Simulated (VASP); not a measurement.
Wanted: the native input for a VASP 6.6.1 run.

| Item | Value |
| --- | --- |
| Task | single point |
| Functional | PBE |
| Potentials or basis | VASP PAW PBE potentials, release 64 (K_sv, Sc_sv, C, Au, N) |
| Cutoff | 600 eV |
| k mesh | 6 × 6 × 6 |
| Occupations | gaussian, width 0.1 eV |
| Spin | collinear spin |
| Starting moments | [0.0, 0.0, 0.0, 0.0, 0.0, 0.0, 0.0, 0.0, 0.62, 0.0, 0.0, 0.0, 0.0, 0.0, 0.0] μB |
| Dipole correction | no |
| Further INCAR settings | ALGO = Normal; EDIFF = 1e-06; NBANDS = 60 |

The structure of KScAuC6N6 lies in POSCAR:

```
KScAuC6N6
1.0
    0.0000000000      5.7965267921      5.7965267921
    5.7965267921      0.0000000000      5.7965267921
    5.7965267921      5.7965267921      0.0000000000
K Sc C Au N
1 1 6 1 6
Direct
    0.2500000000      0.2500000000      0.2500000000
    0.0000000000      0.0000000000      0.0000000000
    0.8003809592      0.1996190408      0.1996190408
    0.8003809592      0.1996190408      0.8003809592
    0.8003809592      0.8003809592      0.1996190408
    0.1996190408      0.8003809592      0.8003809592
    0.1996190408      0.8003809592      0.1996190408
    0.1996190408      0.1996190408      0.8003809592
    0.5000000000      0.5000000000      0.5000000000
    0.6996120702      0.3003879298      0.3003879298
    0.6996120702      0.3003879298      0.6996120702
    0.6996120702      0.6996120702      0.3003879298
    0.3003879298      0.6996120702      0.6996120702
    0.3003879298      0.6996120702      0.3003879298
    0.3003879298      0.3003879298      0.6996120702
```

These files were run (other wordings do the same):

INCAR

```
SYSTEM = KScAuC6N6
PREC = Accurate
ENCUT = 600
EDIFF = 1E-6
ISMEAR = 0
SIGMA = 0.1
LREAL = .FALSE.
LASPH = .TRUE.
NELM = 200
ALGO = Normal
ISIF = 2
LWAVE = .FALSE.
LCHARG = .TRUE.
ISPIN = 2
MAGMOM = 0 0 0 0 0 0 0 0 0.62 0 0 0 0 0 0
LORBIT = 11
LMAXMIX = 4
GGA = PE
LVHAR = .TRUE.
NBANDS = 60
GGA_COMPAT = .FALSE.
KPAR = 4
```

KPOINTS

```
regular mesh
0
G
  6 6 6
  0 0 0
```

Potentials or basis: VASP PAW PBE potentials, release 64 (K_sv, Sc_sv, C, Au, N).

Run with:

```console
$ cat potpaw_PBE.64/K_sv/POTCAR potpaw_PBE.64/Sc_sv/POTCAR potpaw_PBE.64/C/POTCAR potpaw_PBE.64/Au/POTCAR potpaw_PBE.64/N/POTCAR > POTCAR
$ mpirun -np 4 vasp_std > vasp.out
```

It gave:

```yaml
Pressure: 0.3 GPa
Largest_force: 0.396 eV/Å
Band_gap_on_the_k_mesh: zero (filled and empty bands overlap)
Net_moment: 1.00 μB per cell
Site_moments: K -0.00; Sc +0.01; C +0.01; Au +0.60; N +0.06 μB
Valence_electrons_inside_the_program's_atomic_spheres: K 7.51; Sc 9.30; C 2.60; Au 9.34; N 3.84
```

Caveat: spin-orbit coupling is left out, which moves the levels of the heavy elements.

It took 11 min on 4 MPI ranks on Intel(R) Xeon(R) Platinum 8259CL CPU @ 2.50GHz (Skylake/Cascade Lake) (shared host), peak memory 1.6 GiB a rank.
